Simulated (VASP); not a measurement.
# SiC (P6_3mc) in VASP: single point with LDA

Aim: the single point of SiC with LDA.

Everything below comes from runs of VASP 6.6.1. Logs are shortened: lines on timing, memory, paths and dates and some standing lists are left out, and cuts for length are marked.

### 1 The cell of the first run

The structure is hexagonal, space group P6_3mc (No. 186). Conventional cell: a = 3.077 Å, b = 3.077 Å, c = 15.098 Å, α = 90.00°, β = 90.00°, γ = 120.00°. Within 2.5 Å of Si (site symmetry 3m) lie 4 C at 1.88 to 1.89 Å. Within 2.5 Å of Si (site symmetry 3m) lie 4 C at 1.88 to 1.89 Å. Within 2.5 Å of Si (site symmetry 3m) lie 4 C at 1.89 Å. C (site symmetry 3m) has 4 Si at 1.88 to 1.89 Å within 2.5 Å. Within 2.5 Å of C (site symmetry 3m) lie 4 Si at 1.88 to 1.89 Å. Within 2.5 Å of C (site symmetry 3m) lie 4 Si at 1.89 Å.

### 2 Single point, LDA

The input, INCAR:

```
ALGO     = Normal         # electronic algorithm
EDIFF    = 1E-7           # SCF threshold, eV
ENCUT    = 520            # plane-wave cutoff, eV
GGA      = CA             # functional
ISIF     = 2              # what is computed and relaxed
ISMEAR   = 0              # smearing method
LASPH    = True           # aspherical terms in the spheres
LCHARG   = False          # write CHGCAR
LREAL    = False          # projectors in reciprocal space
LWAVE    = False          # write WAVECAR
NBANDS   = 36             # bands
NELM     = 100            # most SCF steps
PREC     = Accurate       # precision mode
SIGMA    = 0.1            # smearing width, eV
```

The input, KPOINTS:

```
k-points
0
Gamma
  6 6 2
```

The input, POSCAR:

```
SiC
1.0
    3.0766210100      0.0000000000      0.0000000000
   -1.5383105100      2.6644319500      0.0000000000
    0.0000000000      0.0000000000     15.0980843200
Si C
6 6
Direct
    0.3333333300      0.6666666700      0.8329861500
    0.6666666700      0.3333333300      0.3329861500
    0.6666666700      0.3333333300      0.6665006000
    0.3333333300      0.6666666700      0.1665006000
    0.0000000000      0.0000000000      0.4997294200
    0.0000000000      0.0000000000      0.9997294200
    0.0000000000      0.0000000000      0.8743664100
    0.0000000000      0.0000000000      0.3743664100
    0.3333333300      0.6666666700      0.7079967800
    0.6666666700      0.3333333300      0.2079967800
    0.6666666700      0.3333333300      0.5415216400
    0.3333333300      0.6666666700      0.0415216400
```

Potentials or basis: VASP PAW LDA potentials, release 64 (Si, C).

Run with:

```
> cat potpaw_LDA.64/Si/POTCAR potpaw_LDA.64/C/POTCAR > POTCAR
> mpirun -np 1 vasp_std > vasp.out
```

OUTCAR:

```text
EDIFF = 1E-7
   ENCUT = 520
   GGA = CA
   ISIF = 2
   ISMEAR = 0
   LASPH = True
   LREAL = False
   NELM = 100
   PREC = Accurate

 ion  position               nearest neighbor table
   1  0.333  0.667  0.833-   7 1.88   7 1.88   7 1.88   9 1.89   3 3.08   3 3.08   3 3.08   6 3.08
                             6 3.08   6 3.08
   2  0.667  0.333  0.333-   8 1.88   8 1.88   8 1.88  10 1.89   4 3.08   4 3.08   4 3.08   5 3.08
                             5 3.08   5 3.08
   3  0.667  0.333  0.667-   9 1.88   9 1.88   9 1.88  11 1.89   1 3.08   1 3.08   1 3.08   5 3.08
                             5 3.08   5 3.08
   4  0.333  0.667  0.167-  10 1.88  10 1.88  10 1.88  12 1.89   2 3.08   2 3.08   2 3.08   6 3.08
                             6 3.08   6 3.08
   5  0.000  0.000  0.500-  11 1.89  11 1.89  11 1.89   8 1.89   2 3.08   2 3.08   2 3.08   3 3.08
                             3 3.08   3 3.08
   6  0.000  0.000  1.000-  12 1.89  12 1.89  12 1.89   7 1.89   1 3.08   1 3.08   1 3.08   4 3.08
                             4 3.08   4 3.08
   7  0.000  0.000  0.874-   1 1.88   1 1.88   1 1.88   6 1.89
   8  0.000  0.000  0.374-   2 1.88   2 1.88   2 1.88   5 1.89
   9  0.333  0.667  0.708-   3 1.88   3 1.88   3 1.88   1 1.89
  10  0.667  0.333  0.208-   4 1.88   4 1.88   4 1.88   2 1.89
  11  0.667  0.333  0.542-   5 1.89   5 1.89   5 1.89   3 1.89
  12  0.333  0.667  0.042-   6 1.89   6 1.89   6 1.89   4 1.89

  LATTYP: Found a hexagonal cell.
 ALAT       =     3.0766210100
 C/A-ratio  =     4.9073591680

  Lattice vectors:

 A1 = (   3.0766210100,   0.0000000000,   0.0000000000)
 A2 = (  -1.5383105100,   2.6644319500,   0.0000000000)
 A3 = (   0.0000000000,   0.0000000000,  15.0980843200)

Analysis of symmetry for initial positions (statically):
=====================================================================
 Subroutine PRICEL returns:
 Original cell was already a primitive cell.

 Routine SETGRP: Setting up the symmetry group for a
 hexagonal supercell.

 Subroutine GETGRP returns: Found 12 space group operations
 (whereof  6 operations were pure point group operations)
 out of a pool of 24 trial point group operations.

The static configuration has the point symmetry C_3v.
 The point group associated with its full space group is C_6v.

Analysis of symmetry for dynamics (positions and initial velocities):
=====================================================================
 Subroutine PRICEL returns:
 Original cell was already a primitive cell.

 Routine SETGRP: Setting up the symmetry group for a
 hexagonal supercell.

 Subroutine GETGRP returns: Found 12 space group operations
 (whereof  6 operations were pure point group operations)
 out of a pool of 24 trial point group operations.

The dynamic configuration has the point symmetry C_3v.
 The point group associated with its full space group is C_6v.

 Subroutine INISYM returns: Found 12 space group operations
 (whereof  6 operations are pure point group operations),
 and found     1 'primitive' translations

----------------------------------------------------------------------------------------

                                     Primitive cell

  volume of cell :     123.7658

  direct lattice vectors                    reciprocal lattice vectors
     3.076621010  0.000000000  0.000000000     0.325031909  0.187657261  0.000000000
    -1.538310510  2.664431950  0.000000000     0.000000000  0.375314521  0.000000000
     0.000000000  0.000000000 15.098084320     0.000000000  0.000000000  0.066233568

  length of vectors
     3.076621010  3.076621010 15.098084320     0.375314521  0.375314521  0.066233568

  position of ions in fractional coordinates (direct lattice)
     0.333333330  0.666666670  0.832986150
     0.666666670  0.333333330  0.332986150
     0.666666670  0.333333330  0.666500600
     0.333333330  0.666666670  0.166500600
     0.000000000  0.000000000  0.499729420
     0.000000000  0.000000000  0.999729420
     0.000000000  0.000000000  0.874366410
     0.000000000  0.000000000  0.374366410
     0.333333330  0.666666670  0.707996780
     0.666666670  0.333333330  0.207996780
     0.666666670  0.333333330  0.541521640
[... 28 lines left out ...]
     0.054171985  0.031276210  0.000000000     0.166666667  0.000000000  0.000000000
     0.000000000  0.062552420  0.000000000     0.000000000  0.166666667  0.000000000
     0.000000000  0.000000000  0.033116784     0.000000000  0.000000000  0.500000000

  Length of vectors
     0.062552420  0.062552420  0.033116784

  Shift w.r.t. Gamma in fractional coordinates (k-lattice)
     0.000000000  0.000000000  0.000000000

 Subroutine IBZKPT returns following result:
 ===========================================

 Found     14 irreducible k-points:

 Following reciprocal coordinates:
            Coordinates               Weight
  0.000000  0.000000  0.000000      1.000000
  0.166667  0.000000  0.000000      6.000000
  0.333333  0.000000  0.000000      6.000000
  0.500000  0.000000  0.000000      3.000000
  0.166667  0.166667  0.000000      6.000000
  0.333333  0.166667  0.000000     12.000000
  0.333333  0.333333  0.000000      2.000000
  0.000000  0.000000  0.500000      1.000000
  0.166667  0.000000  0.500000      6.000000
  0.333333  0.000000  0.500000      6.000000
  0.500000  0.000000  0.500000      3.000000
  0.166667  0.166667  0.500000      6.000000
  0.333333  0.166667  0.500000     12.000000
  0.333333  0.333333  0.500000      2.000000
   k-points           NKPTS =     14   k-points in BZ     NKDIM =     14   number of bands    NBANDS=     36
   number of dos      NEDOS =    301   number of ions     NIONS =     12
   total plane-waves  NPLWV =  64512
   dimension x,y,z NGX =    24 NGY =   24 NGZ =  112
   dimension x,y,z NGXF=    48 NGYF=   48 NGZF=  224
   ions per type =               6   6
   NGX,Y,Z   is equivalent  to a cutoff of  12.97, 12.97, 12.33 a.u.
   NGXF,Y,Z  is equivalent  to a cutoff of  25.94, 25.94, 24.66 a.u.
 SYSTEM =  unknown system
   PREC   = accura    normal or accurate (medium, high low for compatibility)
   ISTART =      0    job   : 0-new  1-cont  2-samecut
   ICHARG =      2    charge: 1-file 2-atom 10-const
   ISPIN  =      1    spin polarized calculation?
   LNONCOLLINEAR =      F non collinear calculations
   LSORBIT =      F    spin-orbit coupling
   LASPH  =      T    aspherical Exc in radial PAW
   ENCUT  =  520.0 eV  38.22 Ry    6.18 a.u.   5.72  5.72 28.07*2*pi/ulx,y,z
   NELM   =    100;   NELMIN=  2; NELMDL= -5     # of ELM steps
   EDIFF  = 0.1E-06   stopping-criterion for ELM
   LREAL  =      F    real-space projection
   EDIFFG = 0.1E-05   stopping-criterion for IOM
   NSW    =      0    number of steps for IOM
   IBRION =     -1    ionic relax: 0-MD 1-quasi-New 2-CG
   NFREE  =      0    steps in history (QN), initial steepest desc. (CG)
   ISIF   =      2    stress and relaxation
   ISYM   =      2    0-nonsym 1-usesym 2-fastsym
   POTIM  = 0.5000    time-step for ionic-motion
   TEBEG  =    0.0;   TEEND  =   0.0 temperature during run
   PSTRESS=    0.0 pullay stress
   NELECT =      48.0000    total number of electrons
   NUPDOWN=      -1.0000    fix difference up-down
   EMIN   =  10.00;   EMAX   =-10.00  energy-range for DOS
   EFERMI =   0.00;   METHOD = LEGACY
   ISMEAR =     0;   SIGMA  =   0.10  broadening in eV -4-tet -1-fermi 0-gaus
   EFERMI_NEDOS =   21; number of points for ismear=-14 and -15
   IALGO  =     38    algorithm
   IMIX   =      4    mixing-type and parameters
     AMIX     =   0.40;   BMIX     =  1.00
     AMIX_MAG =   1.60;   BMIX_MAG =  1.00
  volume/ion in A,a.u.               =      10.31        69.60
  Fermi-wavevector in a.u.,A,eV,Ry     =   1.193865  2.256077 19.392557  1.425313
  Thomas-Fermi vector in A             =   2.329869
   LORBIT       =      0    0 simple, 1 ext, 2 COOP (PROOUT), +10 PAW based schemes
   GGA     = CA    functional components
   LHFCALC =     F    Hartree Fock is set to
   AEXX    =    0.0000 exact exchange contribution
   IVDW    =     0    specifies the selected vdW correction
   LEPSILON=     F    determine dielectric tensor
   LRPA    =     F    only Hartree local field effects (RPA)
 non-spin polarized calculation
 Gauss-broadening in eV      SIGMA  =   0.10
  energy-cutoff  :      520.00
  volume of cell :      123.77
 maximum number of plane-waves:      3356
 NGX is ok and might be reduce to    24
   NGX = 11   NGY = 11   NGZ = 57

 number of electron      47.9999998 magnetization

 Free energy of the ion-electron system (eV)
  ---------------------------------------------------
  ext. energy  EPLUGINS =         0.00000000
  ---------------------------------------------------
  free energy    TOTEN  =       -99.81659045 eV

  energy without entropy =      -99.81659045  energy(sigma->0) =      -99.81659045

 E-fermi :   8.5728     XC(G=0): -11.5672

 val. band max:        8.1465226747   @ k =   0.0000   0.0000   0.0000
 cond. band min:      10.1119725889   @ k =   0.5000   0.0000   0.0000
 fundamental gap:      1.9654499142
 Fermi energy:         8.5727602195

 k-point     1 :       0.0000    0.0000    0.0000
  band No.  band energies     occupation
      1      -7.2480      2.00000
      2      -6.7229      2.00000
      3      -6.6880      2.00000
      4      -5.1778      2.00000
      5      -5.1500      2.00000
      6      -3.6183      2.00000
[... 535 lines left out ...]
     35      17.3522      0.00000
     36      17.3522      0.00000

------------------------ aborting loop because EDIFF is reached ----------------------------------------

  FORCE on cell =-STRESS in cart. coord.  units (eV):
  Direction    XX          YY          ZZ          XY          YZ          ZX
  --------------------------------------------------------------------------------------
  -------------------------------------------------------------------------------------
  Total       -2.5804937     -2.5804937     -2.7245515      0.0000000      0.0000000      0.0000000
  in kB      -33.4051105    -33.4051104    -35.2699723      0.0000001      0.0000000      0.0000000
  external PRESSURE =     -34.0267311 kB  Pullay stress =       0.0000000 kB

 VOLUME and BASIS-vectors are now :
 -----------------------------------------------------------------------------
  energy-cutoff  :      520.00
  volume of cell :      123.77
      direct lattice vectors                 reciprocal lattice vectors
     3.076621010  0.000000000  0.000000000     0.325031909  0.187657261  0.000000000
    -1.538310510  2.664431950  0.000000000     0.000000000  0.375314521  0.000000000
     0.000000000  0.000000000 15.098084320     0.000000000  0.000000000  0.066233568

 POSITION                                       TOTAL-FORCE (eV/Angst)
 -----------------------------------------------------------------------------------
     -0.00000      1.77629     12.57650         0.000000     -0.000000      0.002085
      1.53831      0.88814      5.02745        -0.000000      0.000000      0.002085
      1.53831      0.88814     10.06288        -0.000000      0.000000      0.003639
     -0.00000      1.77629      2.51384         0.000000     -0.000000      0.003639
      0.00000      0.00000      7.54496         0.000000      0.000000      0.007775
      0.00000      0.00000     15.09400        -0.000000      0.000000      0.007775
      0.00000      0.00000     13.20126        -0.000000      0.000000     -0.005524
      0.00000      0.00000      5.65222         0.000000      0.000000     -0.005524
     -0.00000      1.77629     10.68940        -0.000000      0.000000     -0.001816
      1.53831      0.88814      3.14035         0.000000     -0.000000     -0.001816
      1.53831      0.88814      8.17594         0.000000      0.000000     -0.006159
     -0.00000      1.77629      0.62690        -0.000000      0.000000     -0.006159
 -----------------------------------------------------------------------------------
    total drift:                               -0.000000     -0.000000      0.000140

  FREE ENERGIE OF THE ION-ELECTRON SYSTEM (eV)
  ---------------------------------------------------
  free  energy   TOTEN  =       -99.8165904514 eV

  energy  without entropy=      -99.8165904514  energy(sigma->0) =      -99.81659045
```

It took 45 s on 1 thread of Intel Xeon Platinum 8559C (Emerald Rapids), shared host; peak memory 0.2 GiB.

What came out:

```
Free energy            : -99.8166 eV
Pressure               : -3.4 GPa
Largest force          : 0.008 eV/Å
Band gap on the k mesh : 1.97 eV, indirect (least direct gap 3.07 eV)
```

Forces in eV/Å, atoms in the order of the input:
```
Si   0.000  0.000  0.002
Si   0.000  0.000  0.002
Si   0.000  0.000  0.004
Si   0.000  0.000  0.004
Si   0.000  0.000  0.008
Si   0.000  0.000  0.008
C    0.000  0.000 -0.006
C    0.000  0.000 -0.006
C    0.000  0.000 -0.002
C    0.000  0.000 -0.002
C    0.000  0.000 -0.006
C    0.000  0.000 -0.006
```

Stress tensor (GPa, compression positive):
```
-3.34  0.00  0.00
 0.00 -3.34  0.00
 0.00  0.00 -3.53
```

Levels at points of the mesh, in eV from the valence-band top:
```csv
k point,band 22,band 23,band 24,band 25,band 26,band 27
"(0.00, 0.00, 0.00)",-0.04,0.00,0.00,5.16,5.33,5.74
"(0.50, 0.00, 0.00)",-1.79,-1.67,-1.10,1.97,2.15,3.13
"(0.00, 0.00, 0.50)",-0.10,-0.10,-0.10,5.23,5.23,5.97
"(0.50, 0.00, 0.50)",-1.72,-1.31,-1.31,2.01,2.01,3.35
```

A k mesh can miss the band edges.
